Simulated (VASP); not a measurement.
# BN in VASP: single point with PBE

Aim: the single point of BN with PBE.

Everything below comes from runs of VASP 6.6.1. Logs are shortened: lines on timing, memory, paths and dates and some standing lists are left out, and cuts for length are marked.

**1. The cell of the first run**

The cell holds a slab with vacuum, 8 atoms: a = 2.504 Å, b = 2.504 Å, c = 24.992 Å, α = 90.00°, β = 90.00°, γ = 120.00°.

**2. Single point, PBE**

The input, INCAR:

```
  PREC = Accurate
  ENCUT = 520
  EDIFF = 1E-7
  ISMEAR = -1
  SIGMA = 0.05
  LREAL = False
  LASPH = True
  NELM = 100
  ALGO = Normal
  ISIF = 2
  LWAVE = False
  LCHARG = False
  LDIPOL = True
  IDIPOL = 3
  DIPOL = 0.5 0.5 0.500
  GGA = PE
  NBANDS = 26
```

The input, KPOINTS:

```
regular mesh
0
Gamma
  12 12 1
```

The input, POSCAR:

```
BN
1.0
    2.5039917043      0.0000000000      0.0000000000
   -1.2519958521      2.1685204268      0.0000000000
    0.0000000000      0.0000000000     24.9918000000
B N
4 4
Direct
    0.6666666667      0.3333333334      0.3000984323
    0.3333333333      0.6666666666      0.4333661441
    0.6666666667      0.3333333334      0.5666338559
    0.3333333333      0.6666666666      0.6999015677
    0.3333333333      0.6666666666      0.3000984323
    0.6666666667      0.3333333334      0.4333661441
    0.3333333333      0.6666666666      0.5666338559
    0.6666666667      0.3333333334      0.6999015677
```

Potentials or basis: VASP PAW PBE potentials, release 64 (B, N).

The run is started by

```sh
$ cat potpaw_PBE.64/B/POTCAR potpaw_PBE.64/N/POTCAR > POTCAR
$ mpirun -np 1 vasp_std > vasp.out
```

OUTCAR:

```text
PREC = Accurate
   ENCUT = 520
   EDIFF = 1E-7
   ISMEAR = -1
   LREAL = False
   LASPH = True
   NELM = 100
   ISIF = 2
   GGA = PE

 ion  position               nearest neighbor table
   1  0.667  0.333  0.300-   5 1.45   5 1.45   5 1.45
   2  0.333  0.667  0.433-   6 1.45   6 1.45   6 1.45
   3  0.667  0.333  0.567-   7 1.45   7 1.45   7 1.45
   4  0.333  0.667  0.700-   8 1.45   8 1.45   8 1.45
   5  0.333  0.667  0.300-   1 1.45   1 1.45   1 1.45
   6  0.667  0.333  0.433-   2 1.45   2 1.45   2 1.45
   7  0.333  0.667  0.567-   3 1.45   3 1.45   3 1.45
   8  0.667  0.333  0.700-   4 1.45   4 1.45   4 1.45

  LATTYP: Found a hexagonal cell.
 ALAT       =     2.5039917043
 C/A-ratio  =     9.9807838649

  Lattice vectors:

 A1 = (   2.5039917043,   0.0000000000,   0.0000000000)
 A2 = (  -1.2519958521,   2.1685204268,   0.0000000000)
 A3 = (   0.0000000000,   0.0000000000,  24.9918000000)

Analysis of symmetry for initial positions (statically):
=====================================================================
 Subroutine PRICEL returns:
 Original cell was already a primitive cell.

 Routine SETGRP: Setting up the symmetry group for a
 hexagonal supercell.

 Subroutine GETGRP returns: Found 12 space group operations
 (whereof 12 operations were pure point group operations)
 out of a pool of 24 trial point group operations.

The static configuration has the point symmetry D_3d.

Analysis of symmetry for dynamics (positions and initial velocities):
=====================================================================
 Subroutine PRICEL returns:
 Original cell was already a primitive cell.

 Routine SETGRP: Setting up the symmetry group for a
 hexagonal supercell.

 Subroutine GETGRP returns: Found 12 space group operations
 (whereof 12 operations were pure point group operations)
 out of a pool of 24 trial point group operations.

The dynamic configuration has the point symmetry D_3d.

 Subroutine INISYM returns: Found 12 space group operations
 (whereof 12 operations are pure point group operations),
 and found     1 'primitive' translations

----------------------------------------------------------------------------------------

                                     Primitive cell

  volume of cell :     135.7044

  direct lattice vectors                    reciprocal lattice vectors
     2.503991704  0.000000000  0.000000000     0.399362345  0.230571958  0.000000000
    -1.251995852  2.168520427  0.000000000     0.000000000  0.461143915  0.000000000
     0.000000000  0.000000000 24.991800000     0.000000000  0.000000000  0.040013124

  length of vectors
     2.503991704  2.503991704 24.991800000     0.461143915  0.461143915  0.040013124

  position of ions in fractional coordinates (direct lattice)
     0.666666667  0.333333333  0.300098432
     0.333333333  0.666666667  0.433366144
     0.666666667  0.333333333  0.566633856
     0.333333333  0.666666667  0.699901568
     0.333333333  0.666666667  0.300098432
     0.666666667  0.333333333  0.433366144
     0.333333333  0.666666667  0.566633856
     0.666666667  0.333333333  0.699901568

  ion indices of the primitive-cell ions
   primitive index   ion index
                 1           1
                 2           2
                 3           3
                 4           4
                 5           5
                 6           6
                 7           7
                 8           8

----------------------------------------------------------------------------------------

 KPOINTS: regular mesh

Automatic generation of k-mesh.
 Grid dimensions read from file:
 generate k-points for:   12   12    1

 Generating k-lattice:

  Cartesian coordinates                     Fractional coordinates (reciprocal lattice)
     0.033280195  0.019214330  0.000000000     0.083333333  0.000000000  0.000000000
     0.000000000  0.038428660  0.000000000     0.000000000  0.083333333  0.000000000
     0.000000000  0.000000000  0.040013124     0.000000000  0.000000000  1.000000000

  Length of vectors
     0.038428660  0.038428660  0.040013124

  Shift w.r.t. Gamma in fractional coordinates (k-lattice)
     0.000000000  0.000000000  0.000000000

 Subroutine IBZKPT returns following result:
 ===========================================

 Found     19 irreducible k-points:

 Following reciprocal coordinates:
            Coordinates               Weight
  0.000000  0.000000  0.000000      1.000000
  0.083333  0.000000  0.000000      6.000000
  0.166667  0.000000  0.000000      6.000000
  0.250000  0.000000  0.000000      6.000000
  0.333333  0.000000  0.000000      6.000000
  0.416667  0.000000  0.000000      6.000000
[... 11 lines left out ...]
  0.333333  0.250000  0.000000     12.000000
  0.333333  0.333333  0.000000      2.000000
   k-points           NKPTS =     19   k-points in BZ     NKDIM =     19   number of bands    NBANDS=     26
   number of dos      NEDOS =    301   number of ions     NIONS =      8
   total plane-waves  NPLWV =  76800
   dimension x,y,z NGX =    20 NGY =   20 NGZ =  192
   dimension x,y,z NGXF=    40 NGYF=   40 NGZF=  384
   ions per type =               4   4
   NGX,Y,Z   is equivalent  to a cutoff of  13.28, 13.28, 12.77 a.u.
   NGXF,Y,Z  is equivalent  to a cutoff of  26.56, 26.56, 25.54 a.u.
 SYSTEM =  unknown system
   PREC   = accura    normal or accurate (medium, high low for compatibility)
   ISTART =      0    job   : 0-new  1-cont  2-samecut
   ICHARG =      2    charge: 1-file 2-atom 10-const
   ISPIN  =      1    spin polarized calculation?
   LNONCOLLINEAR =      F non collinear calculations
   LSORBIT =      F    spin-orbit coupling
   LASPH  =      T    aspherical Exc in radial PAW
   ENCUT  =  520.0 eV  38.22 Ry    6.18 a.u.   4.66  4.66 46.47*2*pi/ulx,y,z
   NELM   =    100;   NELMIN=  2; NELMDL= -5     # of ELM steps
   EDIFF  = 0.1E-06   stopping-criterion for ELM
   LREAL  =      F    real-space projection
   EDIFFG = 0.1E-05   stopping-criterion for IOM
   NSW    =      0    number of steps for IOM
   IBRION =     -1    ionic relax: 0-MD 1-quasi-New 2-CG
   NFREE  =      0    steps in history (QN), initial steepest desc. (CG)
   ISIF   =      2    stress and relaxation
   ISYM   =      2    0-nonsym 1-usesym 2-fastsym
   POTIM  = 0.5000    time-step for ionic-motion
   TEBEG  =    0.0;   TEEND  =   0.0 temperature during run
   PSTRESS=    0.0 pullay stress
   NELECT =      32.0000    total number of electrons
   NUPDOWN=      -1.0000    fix difference up-down
   EMIN   =  10.00;   EMAX   =-10.00  energy-range for DOS
   EFERMI =   0.00;   METHOD = LEGACY
   ISMEAR =    -1;   SIGMA  =   0.05  broadening in eV -4-tet -1-fermi 0-gaus
   EFERMI_NEDOS =   21; number of points for ismear=-14 and -15
   IALGO  =     38    algorithm
   IMIX   =      4    mixing-type and parameters
     AMIX     =   0.40;   BMIX     =  1.00
     AMIX_MAG =   1.60;   BMIX_MAG =  1.00
  volume/ion in A,a.u.               =      16.96       114.47
  Fermi-wavevector in a.u.,A,eV,Ry     =   1.011409  1.911286 13.918057  1.022948
  Thomas-Fermi vector in A             =   2.144457
   LORBIT       =      0    0 simple, 1 ext, 2 COOP (PROOUT), +10 PAW based schemes
   GGA     = PE    functional components
   LHFCALC =     F    Hartree Fock is set to
   AEXX    =    0.0000 exact exchange contribution
   IVDW    =     0    specifies the selected vdW correction
   LEPSILON=     F    determine dielectric tensor
   LRPA    =     F    only Hartree local field effects (RPA)
 non-spin polarized calculation
  energy-cutoff  :      520.00
  volume of cell :      135.70
 maximum number of plane-waves:      3693
 NGX is ok and might be reduce to    20
   NGX =  9   NGY =  9   NGZ = 93

 number of electron      31.9999999 magnetization

 dipolmoment           0.000000      0.000000     -0.000000 electrons x Angstroem

 Free energy of the ion-electron system (eV)
  ---------------------------------------------------
  ext. energy  EPLUGINS =         0.00000000
  ---------------------------------------------------
  free energy    TOTEN  =       -70.33152505 eV

  energy without entropy =      -70.33152505  energy(sigma->0) =      -70.33152505

 E-fermi :  -0.3711     XC(G=0):  -5.6988

 val. band max:       -1.5280318460   @ k =   0.3333   0.3333   0.0000
 cond. band min:       2.8064441912   @ k =   0.5000   0.0000   0.0000
 fundamental gap:      4.3344760372
 Fermi energy:        -0.3710886161

 k-point     1 :       0.0000    0.0000    0.0000
  band No.  band energies     occupation
      1     -19.3065      2.00000
      2     -19.2288      2.00000
      3     -19.1390      2.00000
      4     -19.0730      2.00000
      5      -7.5674      2.00000
      6      -7.0933      2.00000
[... 18 lines left out ...]
     25       9.4302      0.00000
     26      10.0860      0.00000

 k-point     2 :       0.0833    0.0000    0.0000
  band No.  band energies     occupation
      1     -19.1709      2.00000
      2     -19.0944      2.00000
      3     -19.0059      2.00000
      4     -18.9410      2.00000
      5      -7.3822      2.00000
      6      -6.9121      2.00000
[... 18 lines left out ...]
     25       9.5362      0.00000
     26       9.9673      0.00000

 k-point     3 :       0.1667    0.0000    0.0000
  band No.  band energies     occupation
      1     -18.7715      2.00000
      2     -18.6984      2.00000
      3     -18.6142      2.00000
      4     -18.5528      2.00000
      5      -6.8343      2.00000
      6      -6.3788      2.00000
[... 427 lines left out ...]
 k-point    18 :       0.3333    0.2500    0.0000
  band No.  band energies     occupation
      1     -15.7399      2.00000
      2     -15.7174      2.00000
      3     -15.6949      2.00000
      4     -15.6851      2.00000
      5      -9.6773      2.00000
      6      -9.6488      2.00000
[... 18 lines left out ...]
     25      11.1074      0.00000
     26      11.8686      0.00000

 k-point    19 :       0.3333    0.3333    0.0000
  band No.  band energies     occupation
      1     -15.5224      2.00000
      2     -15.5224      2.00000
      3     -15.5074      2.00000
      4     -15.5074      2.00000
      5      -9.4923      2.00000
      6      -9.4467      2.00000
[... 18 lines left out ...]
     25      11.7944      0.00000
     26      12.1127      0.00000

------------------------ aborting loop because EDIFF is reached ----------------------------------------

 vacuum level on the upper side and lower side of the slab       (xc-potential included)        -0.067        -0.067

  FORCE on cell =-STRESS in cart. coord.  units (eV):
  Direction    XX          YY          ZZ          XY          YZ          ZX
  --------------------------------------------------------------------------------------
  -------------------------------------------------------------------------------------
  Total        1.6749586      1.6749586      0.8940788      0.0000000      0.0000000      0.0000000
  in kB       19.7751931     19.7751931     10.5558310      0.0000000      0.0000000      0.0000000
  external PRESSURE =      16.7020724 kB  Pullay stress =       0.0000000 kB

 VOLUME and BASIS-vectors are now :
 -----------------------------------------------------------------------------
  energy-cutoff  :      520.00
  volume of cell :      135.70
      direct lattice vectors                 reciprocal lattice vectors
     2.503991704  0.000000000  0.000000000     0.399362345  0.230571958  0.000000000
    -1.251995852  2.168520427  0.000000000     0.000000000  0.461143915  0.000000000
     0.000000000  0.000000000 24.991800000     0.000000000  0.000000000  0.040013124

 POSITION                                       TOTAL-FORCE (eV/Angst)
 -----------------------------------------------------------------------------------
      1.25200      0.72284      7.50000         0.000000     -0.000000     -0.030678
      0.00000      1.44568     10.83060         0.000000     -0.000000     -0.000047
      1.25200      0.72284     14.16120        -0.000000     -0.000000      0.000047
      0.00000      1.44568     17.49180        -0.000000      0.000000      0.030678
      0.00000      1.44568      7.50000         0.000000     -0.000000     -0.066092
      1.25200      0.72284     10.83060         0.000000      0.000000      0.000025
      0.00000      1.44568     14.16120         0.000000     -0.000000     -0.000025
      1.25200      0.72284     17.49180        -0.000000      0.000000      0.066092
 -----------------------------------------------------------------------------------
    total drift:                                0.000000      0.000000      0.000000

  FREE ENERGIE OF THE ION-ELECTRON SYSTEM (eV)
  ---------------------------------------------------
  free  energy   TOTEN  =       -70.3315250530 eV

  energy  without entropy=      -70.3315250530  energy(sigma->0) =      -70.33152505

 vacuum level on the upper side and lower side of the slab         4.255         4.255
```

It took 2 min on 1 thread of Intel Xeon 6975P-C, shared host; peak memory 0.27 GiB.

Results:

| Property | Result |
| --- | --- |
| Free energy | -70.3315 eV |
| Largest force | 0.066 eV/Å |
| Band gap on the k mesh | 4.33 eV, indirect (least direct gap 4.68 eV) |

Forces on the atoms (eV/Å):
```
B    0.000  0.000 -0.031
B    0.000  0.000  0.000
B    0.000  0.000  0.000
B    0.000  0.000  0.031
N    0.000  0.000 -0.066
N    0.000  0.000  0.000
N    0.000  0.000  0.000
N    0.000  0.000  0.066
```
